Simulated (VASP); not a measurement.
# C (Fd-3m) in VASP: notebook

The runs below take C through single point, relaxation of cell and atoms, with LDA, PBEsol, r2SCAN, PBE.

Everything below comes from runs of VASP 6.6.1. Logs are shortened: lines on timing, memory, paths and dates and some standing lists are left out, and cuts for length are marked.

## 1. The cell of the first run

Symmetry: Fd-3m, No. 227, cubic system. Conventional cell: a = 3.560 Å, b = 3.560 Å, c = 3.560 Å, α = 90.00°, β = 90.00°, γ = 90.00°. Within 2.1 Å of C (site symmetry -43m) lie 4 C at 1.54 Å.

## 2. Single point, LDA

The input, INCAR:

```
  PREC = Accurate
  ENCUT = 520
  EDIFF = 1E-6
  ISMEAR = 0
  SIGMA = 0.01
  LREAL = False
  LASPH = True
  NELM = 80
  ALGO = Normal
  ISIF = 2
  LWAVE = False
  LCHARG = True
  LELF = True
  LVHAR = True
  NBANDS = 11
```

The input, KPOINTS:

```
Automatic mesh
0
Gamma
  12 12 12
```

The input, POSCAR:

```
C
1.0
    0.0000000000      1.7801243542      1.7801243542
    1.7801243542      0.0000000000      1.7801243542
    1.7801243542      1.7801243542      0.0000000000
C
2
Direct
    0.0000000000      0.0000000000      0.0000000000
    0.2500000000      0.2500000000      0.2500000000
```

Potentials or basis: VASP PAW LDA potentials, release 64 (C).

Launch:

```bash
$ cat potpaw_LDA.64/C/POTCAR > POTCAR
$ mpirun -np 1 vasp_std > vasp.out
```

OUTCAR:

```text
PREC = Accurate
   ENCUT = 520
   EDIFF = 1E-6
   ISMEAR = 0
   LREAL = False
   LASPH = True
   NELM = 80
   ISIF = 2

 ion  position               nearest neighbor table
   1  0.000  0.000  0.000-   2 1.54   2 1.54   2 1.54   2 1.54
   2  0.250  0.250  0.250-   1 1.54   1 1.54   1 1.54   1 1.54

  LATTYP: Found a face centered cubic cell.
 ALAT       =     3.5602487084

  Lattice vectors:

 A1 = (   0.0000000000,   1.7801243542,   1.7801243542)
 A2 = (   1.7801243542,   0.0000000000,   1.7801243542)
 A3 = (   1.7801243542,   1.7801243542,   0.0000000000)

Analysis of symmetry for initial positions (statically):
=====================================================================
 Subroutine PRICEL returns:
 Original cell was already a primitive cell.

 Routine SETGRP: Setting up the symmetry group for a
 face centered cubic supercell.

 Subroutine GETGRP returns: Found 48 space group operations
 (whereof 24 operations were pure point group operations)
 out of a pool of 48 trial point group operations.

The static configuration has the point symmetry T_d .
 The point group associated with its full space group is O_h .

Analysis of symmetry for dynamics (positions and initial velocities):
=====================================================================
 Subroutine PRICEL returns:
 Original cell was already a primitive cell.

 Routine SETGRP: Setting up the symmetry group for a
 face centered cubic supercell.

 Subroutine GETGRP returns: Found 48 space group operations
 (whereof 24 operations were pure point group operations)
 out of a pool of 48 trial point group operations.

The dynamic configuration has the point symmetry T_d .
 The point group associated with its full space group is O_h .

 Subroutine INISYM returns: Found 48 space group operations
 (whereof 24 operations are pure point group operations),
 and found     1 'primitive' translations

----------------------------------------------------------------------------------------

                                     Primitive cell

  volume of cell :      11.2819

  direct lattice vectors                    reciprocal lattice vectors
     0.000000000  1.780124354  1.780124354    -0.280879254  0.280879254  0.280879254
     1.780124354  0.000000000  1.780124354     0.280879254 -0.280879254  0.280879254
     1.780124354  1.780124354  0.000000000     0.280879254  0.280879254 -0.280879254

  length of vectors
     2.517476004  2.517476004  2.517476004     0.486497138  0.486497138  0.486497138

  position of ions in fractional coordinates (direct lattice)
     0.000000000  0.000000000  0.000000000
     0.250000000  0.250000000  0.250000000

  ion indices of the primitive-cell ions
   primitive index   ion index
                 1           1
                 2           2

----------------------------------------------------------------------------------------

 KPOINTS: Automatic mesh

Automatic generation of k-mesh.
 Grid dimensions read from file:
 generate k-points for:   12   12   12

 Generating k-lattice:

  Cartesian coordinates                     Fractional coordinates (reciprocal lattice)
    -0.023406604  0.023406604  0.023406604     0.083333333  0.000000000  0.000000000
     0.023406604 -0.023406604  0.023406604     0.000000000  0.083333333  0.000000000
     0.023406604  0.023406604 -0.023406604     0.000000000  0.000000000  0.083333333

  Length of vectors
     0.040541428  0.040541428  0.040541428

  Shift w.r.t. Gamma in fractional coordinates (k-lattice)
     0.000000000  0.000000000  0.000000000

 Subroutine IBZKPT returns following result:
 ===========================================

 Found     72 irreducible k-points:

 Following reciprocal coordinates:
            Coordinates               Weight
  0.000000  0.000000  0.000000      1.000000
  0.083333  0.000000  0.000000      8.000000
  0.166667  0.000000  0.000000      8.000000
  0.250000  0.000000  0.000000      8.000000
  0.333333  0.000000  0.000000      8.000000
  0.416667  0.000000  0.000000      8.000000
[... 16 lines left out ...]
[... 45 lines left out ...]
      1     -11.5877      2.00000
      2       9.8039      2.00000
      3       9.8039      2.00000
      4       9.8039      2.00000
      5      15.3618      0.00000
      6      15.3618      0.00000
      7      15.3618      0.00000
      8      23.4856      0.00000
      9      28.8792      0.00000
     10      36.4949      0.00000
     11      36.4949      0.00000

 k-point     2 :       0.0833    0.0000    0.0000
  band No.  band energies     occupation
      1     -11.3948      2.00000
      2       8.5865      2.00000
      3       9.4801      2.00000
      4       9.4801      2.00000
      5      15.7853      0.00000
      6      15.7853      0.00000
      7      16.0862      0.00000
      8      23.6136      0.00000
      9      29.1896      0.00000
     10      34.2112      0.00000
     11      34.2112      0.00000

 k-point     3 :       0.1667    0.0000    0.0000
  band No.  band energies     occupation
      1     -10.8183      2.00000
      2       6.0702      2.00000
      3       8.7780      2.00000
      4       8.7780      2.00000
      5      16.7026      0.00000
      6      16.7026      0.00000
      7      17.2202      0.00000
      8      23.9769      0.00000
      9      29.8387      0.00000
     10      32.5940      0.00000
     11      32.5940      0.00000

 k-point     4 :       0.2500    0.0000    0.0000
  band No.  band energies     occupation
      1      -9.8662      2.00000
      2       3.2440      2.00000
      3       8.0549      2.00000
      4       8.0549      2.00000
      5      17.5546      0.00000
      6      17.5546      0.00000
      7      18.0476      0.00000
      8      24.4822      0.00000
      9      30.2731      0.00000
     10      32.1653      0.00000
     11      32.1653      0.00000
[... 239 lines left out ...]
 k-point    22 :       0.4167    0.1667    0.0000
  band No.  band energies     occupation
      1      -7.3950      2.00000
      2       0.0698      2.00000
      3       5.5631      2.00000
      4       5.7369      2.00000
      5      16.4486      0.00000
      6      20.7429      0.00000
      7      21.0005      0.00000
      8      22.4073      0.00000
      9      30.6139      0.00000
     10      32.1637      0.00000
     11      37.1455      0.00000

 k-point    23 :       0.5000    0.1667    0.0000
  band No.  band energies     occupation
      1      -5.7811      2.00000
      2      -2.1992      2.00000
      3       4.8410      2.00000
      4       5.8260      2.00000
      5      16.8622      0.00000
      6      20.4722      0.00000
      7      21.1510      0.00000
      8      23.9718      0.00000
      9      29.6991      0.00000
     10      33.4534      0.00000
     11      36.3028      0.00000

 k-point    24 :      -0.4167    0.1667    0.0000
  band No.  band energies     occupation
      1      -5.3271      2.00000
      2      -2.7392      2.00000
      3       4.3495      2.00000
      4       6.2071      2.00000
      5      17.3004      0.00000
      6      19.9851      0.00000
      7      21.1303      0.00000
      8      25.1155      0.00000
      9      29.0249      0.00000
     10      33.9210      0.00000
     11      34.1616      0.00000

 [... further k-points ...]
[... 5 lines left out ...]
  --------------------------------------------------------------------------------------
  -------------------------------------------------------------------------------------
  Total       -0.6544887     -0.6544887     -0.6544887      0.0000000      0.0000000      0.0000000
  in kB      -92.9462183    -92.9462183    -92.9462183      0.0000000      0.0000000      0.0000000
  external PRESSURE =     -92.9462183 kB  Pullay stress =       0.0000000 kB

 VOLUME and BASIS-vectors are now :
 -----------------------------------------------------------------------------
  energy-cutoff  :      520.00
  volume of cell :       11.28
      direct lattice vectors                 reciprocal lattice vectors
     0.000000000  1.780124354  1.780124354    -0.280879254  0.280879254  0.280879254
     1.780124354  0.000000000  1.780124354     0.280879254 -0.280879254  0.280879254
     1.780124354  1.780124354  0.000000000     0.280879254  0.280879254 -0.280879254

 POSITION                                       TOTAL-FORCE (eV/Angst)
 -----------------------------------------------------------------------------------
      0.00000      0.00000      0.00000        -0.000000     -0.000000     -0.000000
      0.89006      0.89006      0.89006         0.000000      0.000000      0.000000
 -----------------------------------------------------------------------------------
    total drift:                                0.000000      0.000000      0.000000

  FREE ENERGIE OF THE ION-ELECTRON SYSTEM (eV)
  ---------------------------------------------------
  free  energy   TOTEN  =       -20.2391751294 eV

  energy  without entropy=      -20.2391751294  energy(sigma->0) =      -20.23917513
```

Run time: 3.3 s. Hardware: 1 thread of Intel Xeon 6975P-C (Granite Rapids), shared host; peak memory 0.11 GiB.

What came out:

```yaml
Free_energy: -20.2392 eV
Pressure: -9.3 GPa
Band_gap_on_the_k_mesh: 4.14 eV, indirect (least direct gap 5.56 eV)
```

Levels at points of the mesh, in eV from the valence-band top:
| k point | band 1 | band 2 | band 3 | band 4 | band 5 | band 6 | band 7 | band 8 |
| --- | --- | --- | --- | --- | --- | --- | --- | --- |
| (0.00, 0.00, 0.00) | -21.39 | 0.00 | 0.00 | 0.00 | 5.56 | 5.56 | 5.56 | 13.68 |
| (0.50, 0.00, 0.00) | -15.52 | -13.42 | -2.80 | -2.80 | 8.41 | 8.41 | 9.09 | 15.46 |
| (0.50, 0.50, 0.00) | -12.65 | -12.65 | -6.32 | -6.32 | 4.72 | 4.72 | 16.71 | 16.71 |

## 3. Single point, PBEsol

This run uses another cell than the first one, of 5.61 Å³/atom, 0.995 times its volume.

The input, INCAR:

```
SYSTEM = C
PREC     = Accurate       ! precision mode
ENCUT    = 520            ! plane-wave cutoff, eV
EDIFF    = 1E-6           ! SCF threshold, eV
ISMEAR   = -1             ! smearing method
SIGMA    = 0.02           ! smearing width, eV
LREAL    = .FALSE.        ! projectors in reciprocal space
LASPH    = .TRUE.         ! aspherical terms in the spheres
NELM     = 80             ! most SCF steps
ALGO     = Normal         ! electronic algorithm
ISIF     = 2              ! what is computed and relaxed
LWAVE    = .FALSE.        ! write WAVECAR
LCHARG   = .FALSE.        ! write CHGCAR
GGA      = PS             ! functional
NBANDS   = 11             ! bands
```

The input, KPOINTS:

```
Automatic mesh
0
G
  12 12 12
  0 0 0
```

The input, POSCAR:

```
C
1.0
    0.0000000000      1.7769045572      1.7769045572
    1.7769045572      0.0000000000      1.7769045572
    1.7769045572      1.7769045572      0.0000000000
C
2
Direct
    0.0000000000      0.0000000000      0.0000000000
    0.2500000000      0.2500000000      0.2500000000
```

Potentials or basis: VASP PAW PBE potentials, release 64 (C).

Launch:

```bash
$ cat potpaw_PBE.64/C/POTCAR > POTCAR
$ mpirun -np 1 vasp_std > vasp.out
```

Run time: 3.5 s. Hardware: 1 thread of Intel Xeon 6975P-C (Granite Rapids), shared host; peak memory 0.11 GiB.

The run converged. Its results:

| Item | Value |
| --- | --- |
| Free energy | -19.2497 eV |
| Pressure | 1.1 GPa |
| Band gap on the k mesh | 4.06 eV, indirect (least direct gap 5.57 eV) |

Levels at points of the mesh, in eV from the valence-band top:
```csv
k point,band 2,band 3,band 4,band 5,band 6,band 7
"(0.00, 0.00, 0.00)",0.00,0.00,0.00,5.57,5.57,5.57
"(0.50, 0.00, 0.00)",-13.59,-2.84,-2.84,8.43,8.43,8.99
"(0.50, 0.50, 0.00)",-12.85,-6.40,-6.40,4.62,4.62,16.95
```

Caveat: the PAW data sets were made with another functional, which shifts forces and pressure a little. A k mesh can miss the band edges.

## 4. Single point, r2SCAN

The input, POSCAR:

```
C
1.0
    0.0000000000      1.7801243542      1.7801243542
    1.7801243542      0.0000000000      1.7801243542
    1.7801243542      1.7801243542      0.0000000000
C
2
Direct
    0.0000000000      0.0000000000      0.0000000000
    0.2500000000      0.2500000000      0.2500000000
```

The input, INCAR.step1:

```
ALGO     = Normal         # electronic algorithm
EDIFF    = 1E-4           # SCF threshold, eV
ENCUT    = 520            # plane-wave cutoff, eV
GGA      = PE             # functional
ISMEAR   = -1             # smearing method
LASPH    = True           # aspherical terms in the spheres
LCHARG   = False          # write CHGCAR
LREAL    = False          # projectors in reciprocal space
LWAVE    = True           # write WAVECAR
NBANDS   = 11             # bands
NELM     = 60             # most SCF steps
PREC     = Accurate       # precision mode
SIGMA    = 0.02           # smearing width, eV
```

The input, INCAR.step2:

```
ALGO     = Normal         # electronic algorithm
EDIFF    = 1E-6           # SCF threshold, eV
ENCUT    = 520            # plane-wave cutoff, eV
ISIF     = 2              # what is computed and relaxed
ISMEAR   = -1             # smearing method
ISTART   = 1            
LASPH    = True           # aspherical terms in the spheres
LCHARG   = True           # write CHGCAR
LELF     = True           # ELF
LMIXTAU  = True         
LREAL    = False          # projectors in reciprocal space
LVHAR    = True         
LWAVE    = False          # write WAVECAR
METAGGA  = R2SCAN         # meta-GGA
NBANDS   = 11             # bands
NELM     = 60             # most SCF steps
PREC     = Accurate       # precision mode
SIGMA    = 0.02           # smearing width, eV
```

The input, KPOINTS:

```
k-points
0
Gamma
  12 12 12
```

Launch:

```bash
$ cat potpaw_PBE.64/C/POTCAR > POTCAR
$ cp INCAR.step1 INCAR
$ mpirun -np 1 vasp_std > vasp.out
$ cp INCAR.step2 INCAR
$ mpirun -np 1 vasp_std > vasp.out
```

Wall time 14 s (1 thread of Intel Xeon 6975P-C (Granite Rapids), shared host); peak memory 0.12 GiB.

It converged, with:

```
Free energy            : -19.6572 eV
Pressure               : 1.1 GPa
Band gap on the k mesh : 4.36 eV, indirect (least direct gap 5.85 eV)
```

Levels at points of the mesh, in eV from the valence-band top:
```tsv
k point	band 2	band 3	band 4	band 5	band 6	band 7
(0.00, 0.00, 0.00)	0.00	0.00	0.00	5.85	5.85	5.85
(0.50, 0.00, 0.00)	-14.11	-2.99	-2.99	8.90	8.90	9.20
(0.50, 0.50, 0.00)	-13.63	-6.69	-6.69	5.01	5.01	17.96
```

Caveat: the PAW data sets were made with another functional, which shifts forces and pressure a little. A k mesh can miss the band edges.

## 5. Single point, r2SCAN

POSCAR is that of step 4.

The input, INCAR.step1:

```
SYSTEM = C
PREC = Accurate ; ENCUT = 520
ISMEAR = 0 ; SIGMA = 0.01
LREAL = .FALSE. ; LASPH = .TRUE.
NELM = 80 ; NBANDS = 11
GGA = PE ; ALGO = Normal
EDIFF = 1E-4 ; LWAVE = .TRUE.
LCHARG = .FALSE.
```

The input, INCAR.step2:

```
SYSTEM = C
PREC = Accurate ; ENCUT = 520
EDIFF = 1E-6 ; ISMEAR = 0
SIGMA = 0.01 ; LREAL = .FALSE.
LASPH = .TRUE. ; NELM = 80
ALGO = Normal ; ISIF = 2
LWAVE = .FALSE. ; LCHARG = .FALSE.
METAGGA = R2SCAN ; LMIXTAU = .TRUE.
NBANDS = 11 ; ISTART = 1
```

The input, KPOINTS:

```
regular mesh
0
G
  12 12 12
  0 0 0
```

Launch:

```bash
$ cat potpaw_PBE.64/C/POTCAR > POTCAR
$ cp INCAR.step1 INCAR
$ mpirun -np 1 vasp_std > vasp.out
$ cp INCAR.step2 INCAR
$ mpirun -np 1 vasp_std > vasp.out
```

Wall time 14 s (1 thread of Intel Xeon 6975P-C (Granite Rapids), shared host); peak memory 0.12 GiB.

Results (log left out):

```
Free energy            : -19.6572 eV
Pressure               : 1.1 GPa
Band gap on the k mesh : 4.36 eV, indirect (least direct gap 5.85 eV)
```

Levels at points of the mesh, in eV from the valence-band top:
```
           k point  band 2  band 3  band 4  band 5  band 6  band 7
(0.00, 0.00, 0.00)    0.00    0.00    0.00    5.85    5.85    5.85
(0.50, 0.00, 0.00)  -14.11   -2.99   -2.99    8.90    8.90    9.20
(0.50, 0.50, 0.00)  -13.63   -6.69   -6.69    5.01    5.01   17.96
```

Caveat: the PAW data sets were made with another functional, which shifts forces and pressure a little. A k mesh can miss the band edges.

## 6. Relaxation of cell and atoms, PBE

This run uses another cell than the first one, of 5.67 Å³/atom, 1.005 times its volume.

The input, INCAR:

```
PREC = Accurate
ENCUT = 600
EDIFF = 1E-6
ISMEAR = -1
SIGMA = 0.02
LREAL = F
LASPH = T
NELM = 60
ALGO = Normal
ISIF = 3
LWAVE = F
LCHARG = F
GGA = PE
IBRION = 2
NSW = 80
EDIFFG = -0.005
```

The input, KPOINTS:

```
regular mesh
0
Gamma
  12 12 12
```

The input, POSCAR:

```
C
1.0
    0.0000000000      1.7833700000      1.7833700000
    1.7833700000      0.0000000000      1.7833700000
    1.7833700000      1.7833700000      0.0000000000
C
2
Direct
    0.0000000000      0.0000000000      0.0000000000
    0.2500000000      0.2500000000      0.2500000000
```

Potentials or basis: VASP PAW PBE potentials, release 64 (C).

Launch:

```bash
$ cat potpaw_PBE.64/C/POTCAR > POTCAR
$ mpirun -np 1 vasp_std > vasp.out
```

Run time: 4.9 s. Hardware: 1 thread of Intel Xeon 6975P-C (Granite Rapids), shared host; peak memory 0.11 GiB.

It converged, with:

* Free energy: -18.1903 eV
* Relaxed volume: 5.70 Å³/atom
* Relaxed cell: a = 2.526 Å, b = 2.526 Å, c = 2.526 Å, α = 60.00°, β = 60.00°, γ = 60.00°
* Space group after relaxing (to 0.05 Å): Fd-3m (No. 227)
* Energy gained by relaxing: 0.1 meV/atom
* Ionic steps: 3
* Pressure after relaxing: 0.0 GPa
* Band gap on the k mesh: 4.14 eV, indirect (least direct gap 5.58 eV)

The path:
| step | energy change (eV) | largest force (eV/Å) | pressure (GPa) | volume (Å³) |
| --- | --- | --- | --- | --- |
| 1 | 0.0000 | 0.0000 | 1.78 | 11.34 |
| 2 | 0.0001 | 0.0000 | -2.16 | 11.45 |
| 3 | -0.0003 | 0.0000 | 0.00 | 11.39 |

Final structure:
```yaml
crystal:
  lattice:
    - [0.00000, 1.78580, 1.78580]
    - [1.78580, 0.00000, 1.78580]
    - [1.78580, 1.78580, 0.00000]
  atoms:
    - { symbol: C, position: [0.00000, 0.00000, 0.00000] }
    - { symbol: C, position: [0.25000, 0.25000, 0.25000] }
```

Levels at points of the mesh, in eV from the valence-band top:
```
           k point  band 1  band 2  band 3  band 4  band 5  band 6  band 7  band 8
(0.00, 0.00, 0.00)  -21.42    0.00    0.00    0.00    5.58    5.58    5.58   13.24
(0.50, 0.00, 0.00)  -15.67  -13.33   -2.79   -2.79    8.44    8.44    8.79   15.66
(0.50, 0.50, 0.00)  -12.74  -12.74   -6.27   -6.27    4.75    4.75   16.74   16.74
```

## 7. Overview

| task | level | potentials or basis | cell | cutoff (eV) | smearing | gap on the mesh (eV) | pressure (GPa) |
| --- | --- | --- | --- | --- | --- | --- | --- |
| single point | LDA | VASP PAW LDA potentials, release 64 (C) | a = 2.517 Å, angles 60.0°, 2 atoms | 520 | gaussian 0.01 eV | 4.14 | -9.3 |
| single point | PBEsol | VASP PAW PBE potentials, release 64 (C) | a = 2.513 Å, angles 60.0°, 2 atoms | 520 | fermi-dirac 0.02 eV | 4.06 | 1.1 |
| single point | r2SCAN | VASP PAW PBE potentials, release 64 (C) | a = 2.517 Å, angles 60.0°, 2 atoms | 520 | fermi-dirac 0.02 eV | 4.36 | 1.1 |
| single point | r2SCAN | VASP PAW PBE potentials, release 64 (C) | a = 2.517 Å, angles 60.0°, 2 atoms | 520 | gaussian 0.01 eV | 4.36 | 1.1 |
| relaxation of cell and atoms | PBE | VASP PAW PBE potentials, release 64 (C) | relaxed from a = 2.522 Å, angles 60.0°, 2 atoms | 600 | fermi-dirac 0.02 eV | 4.14 | 0.0 |

Alike in all rows: no spin polarisation; k mesh 12 × 12 × 12.

Caveats: the PAW data sets were made with another functional, which shifts forces and pressure a little (some runs).

Absolute energies hang on the potentials; compare differences alone.
